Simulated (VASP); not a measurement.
Set up this calculation in VASP 6.6.1, as the native input.

```yaml
Task: single point
Functional: PBE
Dispersion: D3(BJ)
Potentials_or_basis: VASP PAW PBE potentials, release 64 (S, W_sv)
Cutoff: 520 eV
k_mesh: 12 × 12 × 1
Occupations: gaussian, width 0.02 eV
Spin: no spin polarisation
Dipole_correction: yes
Further_INCAR_settings: ALGO = Normal; EDIFF = 1e-06; NBANDS = 20
```

The structure of WS2 lies in POSCAR:

```
WS2
1.0
    3.1597400630      0.0000000000      0.0000000000
   -1.5798700315      2.7911434672      0.0000000000
    0.0000000000      0.0000000000     32.2905332489
S W
2 1
Direct
    0.3336826320      0.6673652641      0.4515457327
    0.3336826320      0.6673652641      0.5484542673
    0.6659680693      0.3319361386      0.5000000000
```

This cell differs from its parent crystal: strain along y +0.020, then relaxed in part.

These files were run (other wordings do the same):

INCAR

```
PREC = Accurate ; ENCUT = 520
EDIFF = 1E-6 ; ISMEAR = 0
SIGMA = 0.02 ; LREAL = F
LASPH = T ; NELM = 80
ALGO = Normal ; ISIF = 2
LWAVE = F ; LCHARG = T
LDIPOL = T ; IDIPOL = 3
DIPOL = 0.5 0.5 0.500 ; GGA = PE
IVDW = 12 ; LELF = T
LVHAR = T ; LVACPOTAV = T
NBANDS = 20
```

KPOINTS

```
Automatic mesh
0
Gamma
  12 12 1
```

Potentials or basis: VASP PAW PBE potentials, release 64 (S, W_sv).

Command:

```bash
$ cat potpaw_PBE.64/S/POTCAR potpaw_PBE.64/W_sv/POTCAR > POTCAR
$ mpirun -np 1 vasp_std > vasp.out
```

Results of the run:

```
Largest force                          : 0.006 eV/Å
Band gap on the k mesh                 : 1.78 eV
Dispersion energy per atom             : -0.304 eV
Ionisation potential of the upper face : 5.70 eV
```

Caveat: the cell differs from its parent crystal (strain along y +0.020, then relaxed in part); spin-orbit coupling is left out, which moves the levels of the heavy elements.

It took 5.1 min on 1 thread of Intel(R) Xeon(R) Platinum 8488C (Sapphire Rapids), with other jobs on the host, peak memory 0.51 GiB.
